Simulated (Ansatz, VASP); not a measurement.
## Two plane-wave programs on SnO

INCAR

```
PREC = Accurate
ENCUT = 520
EDIFF = 1E-7
ISMEAR = 0
SIGMA = 0.05
LREAL = False
LASPH = True
NELM = 100
ALGO = Normal
ISIF = 2
LWAVE = False
LCHARG = False
GGA = PE
NBANDS = 28
```

File KPOINTS:

```
Automatic mesh
0
Gamma
  10 10 8
```

POSCAR

```
SnO
1.0
    3.8681707514      0.0000000000      0.0000000000
    0.0000000000      3.8681707514      0.0000000000
    0.0000000000      0.0000000000      5.2192952050
Sn O
2 2
Direct
    0.0000000000      0.5000000000      0.2287361932
    0.5000000000      0.0000000000      0.7712638068
    0.0000000000      0.0000000000      0.0000000000
    0.5000000000      0.5000000000      0.0000000000
```

Input for Ansatz:

```yaml
crystal:
  lattice:
    - [3.8681707514, 0.0, 0.0]
    - [0.0, 3.8681707514, 0.0]
    - [0.0, 0.0, 5.219295205]
  atoms:
    - { symbol: Sn, position: [0.0, 0.5, 0.2287361932] }
    - { symbol: Sn, position: [0.5, 0.0, 0.7712638068] }
    - { symbol: O, position: [0.0, 0.0, 0.0] }
    - { symbol: O, position: [0.5, 0.5, 0.0] }
basis:
  ecutwfc: 420
kpoints:
  mp_grid: { grid: [10, 10, 8] }
hamiltonian:
  xc: pbe
scf:
  occupations: { method: gaussian, width: 0.05 }
output:
  forces: true
  stress: true
  eigenvalues: true
  write_density: true
  write_potential: true
  elf: true
  volumetric_format: npy
```

Change from the starting cell: strain +0.000 along x and y, +0.030 along z, atoms carried along.

Alike in both runs: task single point; functional PBE; k mesh 10 × 10 × 8; occupations gaussian, width 0.05 eV; no spin polarisation.

|  | VASP | Ansatz |
| --- | --- | --- |
| version | VASP 6.6.1 | Ansatz 0.2.0 |
| potentials or method | VASP PAW PBE potentials, release 64 (Sn_d, O), cutoff 520 eV | scalar-relativistic, plane waves, PAW |
| valence electrons in the cell | 40 | 40 |

Ansatz gave:

```
gap on the k mesh at the Fermi level (eV)                     : 0.51
least direct gap on the mesh (eV)                             : 1.91
pressure (GPa)                                                : -1.9
traceless stress, the component that is largest in VASP (GPa) : -0.91
rms of the force components (eV/Å)                            : 0.217
```

Question: What did VASP give for the same quantities?

Answer: gap on the k mesh at the Fermi level (eV): 0.52; least direct gap on the mesh (eV): 1.88; pressure (GPa): -1.8; traceless stress, the component that is largest in VASP (GPa): -0.88; rms of the force components (eV/Å): 0.188.

Atom by atom the forces differ by 0.029 eV/Å (rms over components).
